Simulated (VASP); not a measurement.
# MnO (Fm-3m) in VASP: further runs, part 2 of 2

VASP 6.6.1. Earlier steps stand in the parts before.

**3. Relaxation of cell and atoms, PBE+D4, collinear spin, ferromagnetic start**

INCAR reads:

```
ALGO = Normal ; EDIFF = 1E-6
EDIFFG = -0.005 ; ENCUT = 600
GGA = PE ; IBRION = 2
ISIF = 3 ; ISMEAR = -1
ISPIN = 2 ; IVDW = 13
LASPH = True ; LCHARG = False
LMAXMIX = 4 ; LORBIT = 11
LREAL = False ; LWAVE = False
MAGMOM = 4 0 ; NELM = 150
NSW = 80 ; PREC = Accurate
SIGMA = 0.05
```

KPOINTS reads:

```
k-points
0
Gamma
  10 10 10
```

POSCAR reads:

```
MnO
1.0
    0.0000000000      2.2239077028      2.2239077028
    2.2239077028      0.0000000000      2.2239077028
    2.2239077028      2.2239077028      0.0000000000
Mn O
1 1
Direct
    0.0000000000      0.0000000000      0.0000000000
    0.5000000000      0.5000000000      0.5000000000
```

Potentials or basis: VASP PAW PBE potentials, release 64 (Mn_pv, O).

Command:

```sh
$ cat potpaw_PBE.64/Mn_pv/POTCAR potpaw_PBE.64/O/POTCAR > POTCAR
$ mpirun -np 1 vasp_std > vasp.out
```

OUTCAR:

```text
EDIFF = 1E-6
   EDIFFG = -0.005
   ENCUT = 600
   GGA = PE
   IBRION = 2
   ISIF = 3
   ISMEAR = -1
   ISPIN = 2
   IVDW = 13
   LASPH = True
   LORBIT = 11
   LREAL = False
   NELM = 150
   NSW = 80
   PREC = Accurate

 ion  position               nearest neighbor table
   1  0.000  0.000  0.000-   2 2.22   2 2.22   2 2.22   2 2.22   2 2.22   2 2.22
   2  0.500  0.500  0.500-   1 2.22   1 2.22   1 2.22   1 2.22   1 2.22   1 2.22

  LATTYP: Found a face centered cubic cell.
 ALAT       =     4.4478154056

  Lattice vectors:

 A1 = (   0.0000000000,   2.2239077028,   2.2239077028)
 A2 = (   2.2239077028,   0.0000000000,   2.2239077028)
 A3 = (   2.2239077028,   2.2239077028,   0.0000000000)

Analysis of symmetry for initial positions (statically):
=====================================================================
 Subroutine PRICEL returns:
 Original cell was already a primitive cell.

 Routine SETGRP: Setting up the symmetry group for a
 face centered cubic supercell.

 Subroutine GETGRP returns: Found 48 space group operations
 (whereof 48 operations were pure point group operations)
 out of a pool of 48 trial point group operations.

The static configuration has the point symmetry O_h .

Analysis of symmetry for dynamics (positions and initial velocities):
=====================================================================
 Subroutine PRICEL returns:
 Original cell was already a primitive cell.

 Routine SETGRP: Setting up the symmetry group for a
 face centered cubic supercell.

 Subroutine GETGRP returns: Found 48 space group operations
 (whereof 48 operations were pure point group operations)
 out of a pool of 48 trial point group operations.

The dynamic configuration has the point symmetry O_h .

Analysis of structural, dynamic, and magnetic symmetry:
=====================================================================
 Subroutine PRICEL returns:
 Original cell was already a primitive cell.

 Routine SETGRP: Setting up the symmetry group for a
 face centered cubic supercell.

 Subroutine GETGRP returns: Found 48 space group operations
 (whereof 48 operations were pure point group operations)
 out of a pool of 48 trial point group operations.
[... 141 lines left out ...]

 number of electron      18.9999997 magnetization       4.7923470

 Free energy of the ion-electron system (eV)
  ---------------------------------------------------
  ext. energy  EPLUGINS =         0.00000000
  ---------------------------------------------------
  free energy    TOTEN  =       -16.40809087 eV

  energy without entropy =      -16.40096877  energy(sigma->0) =      -16.40452982

------------------------ aborting loop because EDIFF is reached ----------------------------------------

  DFT-D4 for vdW energy calculation

  Edisp (eV):   -0.64073
[... 231 lines left out ...]
--------------------------------------- Ionic step        7  -------------------------------------------

 number of electron      19.0000006 magnetization       4.6813034

 Free energy of the ion-electron system (eV)
  ---------------------------------------------------
  ext. energy  EPLUGINS =         0.00000000
  ---------------------------------------------------
  free energy    TOTEN  =       -16.39848935 eV

  energy without entropy =      -16.38782644  energy(sigma->0) =      -16.39315789

 E-fermi :   7.9833     XC(G=0): -12.0558

 val. band max:        7.9702397511   @ k =   0.2000   0.2000   0.0000
 cond. band min:       7.9874052383   @ k =  -0.4000   0.2000   0.0000
 fundamental gap:      0.0171654872
 Fermi energy:         7.9832502443

 spin component 1

 k-point     1 :       0.0000    0.0000    0.0000
  band No.  band energies     occupation
      1     -42.3882      1.00000
      2     -42.3882      1.00000
      3     -42.3882      1.00000
      4     -12.6127      1.00000
      5       4.0414      1.00000
      6       4.0414      1.00000
      7       4.0414      1.00000
      8       4.7142      1.00000
      9       4.7142      1.00000
     10       4.7142      1.00000
     11       5.2695      1.00000
     12       5.2695      1.00000
     13       7.5876      0.99963
     14      22.0315      0.00000
[... 403 lines left out ...]
      4     -11.7370      1.00000
      5       0.5442      1.00000
      6       2.4944      1.00000
      7       2.7672      1.00000
      8       4.1958      1.00000
      9       5.7621      1.00000
     10       6.0150      1.00000
     11       6.1686      1.00000
     12       6.5971      1.00000
     13      12.9619      0.00000
     14      16.9939      0.00000
     15      18.3685      0.00000

 [... further k-points ...]

 spin component 2

 k-point     1 :       0.0000    0.0000    0.0000
  band No.  band energies     occupation
      1     -37.7974      1.00000
      2     -37.7974      1.00000
      3     -37.7974      1.00000
      4     -12.1759      1.00000
      5       4.4224      1.00000
      6       4.4224      1.00000
      7       4.4224      1.00000
      8       8.5948      0.00000
      9       8.5948      0.00000
     10       8.5948      0.00000
     11       8.8674      0.00000
     12       9.2623      0.00000
     13       9.2623      0.00000
     14      22.6519      0.00000
[... 448 lines left out ...]
  FREE ENERGIE OF THE ION-ELECTRON SYSTEM (eV)
  ---------------------------------------------------
  free  energy   TOTEN  =       -17.0557430723 eV

  energy  without entropy=      -17.0450801624  energy(sigma->0) =      -17.05041162

 reached required accuracy - stopping structural energy minimisation

 total charge

# of ion       s       p       d       tot
------------------------------------------
    1        0.208   6.187   4.997  11.391
    2        1.558   3.428   0.000   4.986
--------------------------------------------------
tot          1.765   9.615   4.997  16.377

 magnetization (x)

# of ion       s       p       d       tot
------------------------------------------
    1        0.033   0.026   4.203   4.262
    2        0.031   0.166   0.000   0.197
--------------------------------------------------
tot          0.064   0.192   4.203   4.459
```

CONTCAR:

```text
MnO
   1.00000000000000
     0.0000000000000000    2.1983494669313015    2.1983494669313015
     2.1983494669313015    0.0000000000000000    2.1983494669313015
     2.1983494669313015    2.1983494669313015    0.0000000000000000
  Mn              O
     1     1
Direct
     0.0000000000000000    0.0000000000000000    0.0000000000000000
     0.5000000000000000    0.5000000000000000    0.5000000000000000

  0.00000000E+00  0.00000000E+00  0.00000000E+00
  0.00000000E+00  0.00000000E+00  0.00000000E+00
```

Wall time 1.7 min (1 thread of AMD EPYC 9R45 (Zen 5), shared host); peak memory 0.17 GiB.

What came out:

| Quantity | Value |
| --- | --- |
| Free energy | -17.0557 eV |
| Relaxed volume | 10.62 Å³/atom |
| Relaxed cell | a = 3.109 Å, b = 3.109 Å, c = 3.109 Å, α = 60.00°, β = 60.00°, γ = 60.00° |
| Space group after relaxing (to 0.05 Å) | Fm-3m (No. 225) |
| Energy gained by relaxing | 3.5 meV/atom |
| Ionic steps | 7 |
| Pressure after relaxing | 0.0 GPa |
| Net moment | 4.68 μB per cell |
| Site moments | Mn +4.26; O +0.20 μB |
| Valence electrons inside the program's atomic spheres | Mn 11.39; O 4.99 |
| Dispersion energy per atom | -0.329 eV |

Step by step:
| step | energy change (eV) | largest force (eV/Å) | pressure (GPa) | volume (Å³) |
| --- | --- | --- | --- | --- |
| 1 | 0.0000 | 0.0000 | -3.39 | 22.00 |
| 2 | -0.0069 | 0.0000 | -0.13 | 21.26 |
| 3 | -0.0069 | 0.0000 | 0.17 | 21.20 |
| 4 | -0.0069 | 0.0000 | 0.09 | 21.24 |
| 5 | -0.0069 | 0.0000 | -0.21 | 21.26 |
| 6 | -0.0069 | 0.0000 | 0.17 | 21.24 |
| 7 | -0.0069 | 0.0000 | -0.02 | 21.25 |

Final structure:
```cif
data_structure
_symmetry_space_group_name_H-M 'P 1'
_symmetry_Int_Tables_number 1
_cell_length_a 3.1089
_cell_length_b 3.1089
_cell_length_c 3.1089
_cell_angle_alpha 60.000
_cell_angle_beta 60.000
_cell_angle_gamma 60.000
_cell_volume 21.25
loop_
_atom_site_label
_atom_site_type_symbol
_atom_site_fract_x
_atom_site_fract_y
_atom_site_fract_z
_atom_site_occupancy
Mn1 Mn 0.00000 0.00000 0.00000 1
O1 O 0.50000 0.50000 0.50000 1
```

Caveat: a cell with one magnetic atom can't hold antiferromagnetic order, which such compounds often take; semilocal functionals often make such compounds metallic where correlation or magnetic order opens a gap, which also shifts bond lengths; pairwise dispersion overbinds metals, which lowers pressure and volume. With open d or f shells a metallic result of PBE can be an artefact of self-interaction; +U or a hybrid may open a gap.
